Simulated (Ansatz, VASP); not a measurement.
**Ta3N, level by level in two programs**

```
CELL_PARAMETERS angstrom
3.09169 0.00000 0.00000
-1.54585 2.67749 0.00000
0.00000 0.00000 7.67171
ATOMIC_POSITIONS crystal
Ta 0.66667 0.33333 0.82607
Ta 0.33333 0.66667 0.17393
Ta 0.00000 0.00000 0.50000
N 0.00000 0.00000 0.00000
```

Single points on this cell with VASP 6.6.1 and Ansatz 0.2.0. Each row is one pair of runs. Alike in all rows: spin: off; k mesh: 10 × 10 × 4; smearing: fermi-dirac, width 0.05 eV.

| level | VASP's potentials, cutoff | Ansatz's potentials, cutoff | gap on the k mesh at the Fermi level (eV), VASP | gap on the k mesh at the Fermi level (eV), Ansatz | pressure (GPa), VASP | pressure (GPa), Ansatz | rms of the force components (eV/Å), VASP | rms of the force components (eV/Å), Ansatz |
| --- | --- | --- | --- | --- | --- | --- | --- | --- |
| PBE | VASP PAW PBE potentials, release 64 (Ta_pv, N), 520 eV | Ansatz PAW, 420 eV | none | none | -13.2 | -13.4 | 0.164 | 0.180 |
| LDA | VASP PAW LDA potentials, release 64 (Ta_pv, N), 520 eV | Ansatz PAW, 420 eV | none | none | -23.8 | -24.6 | 0.325 | 0.341 |
| r2SCAN | VASP PAW PBE potentials, release 64 (Ta_sv_GW, N), 660 eV | Ansatz PAW, 500 eV | none | none | -17.0 | -16.7 | 0.140 | 0.154 |

Pressure (GPa): the two programs differ by at most 0.82; rms of the force components (eV/Å): the two programs differ by at most 0.0164.

VASP's potentials hold 38 valence electrons a cell and Ansatz's 44 in some rows, so a difference there can come from the potentials and not from the codes.

A gap of «none» marks a metal or a gap that the smearing closes.

Neither program's run includes spin-orbit coupling.
